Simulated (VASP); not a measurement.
AlSn4:

```xyz
5
Lattice="6.4135 0.0000 0.0000 -3.2067 5.5542 0.0000 0.0000 0.0000 5.2651" Properties=species:S:1:pos:R:3 pbc="T T T"
Al    0.0000    0.0000    0.0000
Sn    3.2067    0.0000    2.6325
Sn   -1.6034    2.7771    2.6325
Sn    1.6034    2.7771    2.6325
Sn    0.0000    0.0000    2.6325
```

The cell was generated, and may not be a known phase.

- Program: VASP 6.6.1
- Task: relaxation of cell and atoms
- Functional: PBE
- Potentials or basis: VASP PAW PBE potentials, release 64 (Al, Sn_d)
- Cutoff: 600 eV
- k mesh: 6 × 6 × 8
- Occupations: gaussian, width 0.1 eV
- Spin: no spin polarisation

At the start: pressure 0.6 GPa; volume 37.51 Å³/atom.

Problem. Where does the relaxation end?

Solution. Over 6 steps the energy falls by 4.9 meV/atom and the volume is 38.54 Å³/atom (+2.8 %); space group P6/mmm (No. 191, to 0.1 Å) before and after.

The path:
| step | energy change (eV) | largest force (eV/Å) | pressure (GPa) | volume (Å³) |
| --- | --- | --- | --- | --- |
| 1 | 0.0000 | 0.0000 | 0.59 | 187.55 |
| 2 | -0.0219 | 0.0000 | 0.15 | 191.30 |
| 3 | -0.0242 | 0.0000 | -0.05 | 193.26 |
| 4 | -0.0242 | 0.0000 | -0.05 | 193.09 |
| 5 | -0.0242 | 0.0000 | -0.03 | 192.98 |
| 6 | -0.0243 | 0.0000 | 0.02 | 192.72 |

Final structure:
```xyz
5
Lattice="6.4163 0.0000 0.0000 -3.2082 5.5567 0.0000 0.0000 0.0000 5.4052" Properties=species:S:1:pos:R:3 pbc="T T T"
Al   -3.2082    5.5567    0.0000
Sn    3.2082    0.0000    2.7026
Sn    4.8122    2.7783    2.7026
Sn    1.6041    2.7783    2.7026
Sn   -3.2082    5.5567    2.7026
```
